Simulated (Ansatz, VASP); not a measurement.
Two plane-wave programs on KI

Contents of INCAR:

```
  PREC = Accurate
  ENCUT = 520
  EDIFF = 1E-7
  ISMEAR = 0
  SIGMA = 0.05
  LREAL = F
  LASPH = T
  NELM = 100
  ALGO = Normal
  ISIF = 2
  LWAVE = F
  LCHARG = T
  GGA = PS
  LELF = T
  LVHAR = T
  NBANDS = 15
```

KPOINTS

```
regular mesh
0
Gamma
  6 6 6
```

POSCAR

```
KI
1.0
    4.2911966600      0.0000000000      0.0000000000
    0.0000000000      4.2911966600      0.0000000000
    0.0000000000      0.0000000000      3.9479009272
K I
1 1
Direct
    0.0000000000      0.0000000000      0.0000000000
    0.5000000000      0.5000000000      0.5000000000
```

Input for Ansatz:

```yaml
crystal:
  lattice:
    - [4.29119666, 0.0, 0.0]
    - [0.0, 4.29119666, 0.0]
    - [0.0, 0.0, 3.9479009272]
  atoms:
    - { symbol: K, position: [0.0, 0.0, 0.0] }
    - { symbol: I, position: [0.5, 0.5, 0.5] }
basis:
  ecutwfc: 420
kpoints:
  mp_grid: { grid: [6, 6, 6] }
hamiltonian:
  xc: pbesol
scf:
  occupations: { method: gaussian, width: 0.05 }
output:
  forces: true
  stress: true
  eigenvalues: true
```

Change from the starting cell: strain +0.000 along x and y, -0.080 along z, atoms carried along.

Alike in both runs: task single point; functional PBEsol; k mesh 6 × 6 × 6; occupations gaussian, width 0.05 eV; no spin polarisation.

|  | VASP | Ansatz |
| --- | --- | --- |
| version | VASP 6.6.1 | Ansatz 0.2.0 |
| potentials or method | VASP PAW PBE potentials, release 64 (K_sv, I), cutoff 520 eV | scalar-relativistic, plane waves, PAW |
| valence electrons in the cell | 16 | 26 |

Ansatz gave:

```
gap on the k mesh at the Fermi level (eV)                     : 2.92
least direct gap on the mesh (eV)                             : 3.23
pressure (GPa)                                                : 0.7
traceless stress, the component that is largest in VASP (GPa) : 2.02
```

Q: What did VASP give for the same quantities?

A: gap on the k mesh at the Fermi level (eV): 2.91; least direct gap on the mesh (eV): 3.22; pressure (GPa): 0.8; traceless stress, the component that is largest in VASP (GPa): 2.01.

VASP's potentials were made for PBE, not for PBEsol. The functional is the same, so the differences come from potentials, cutoffs and numerics. VASP's potentials hold 16 valence electrons a cell and Ansatz's 26, so a difference there can come from the potentials and not from the codes.

Spin-orbit coupling is off throughout.
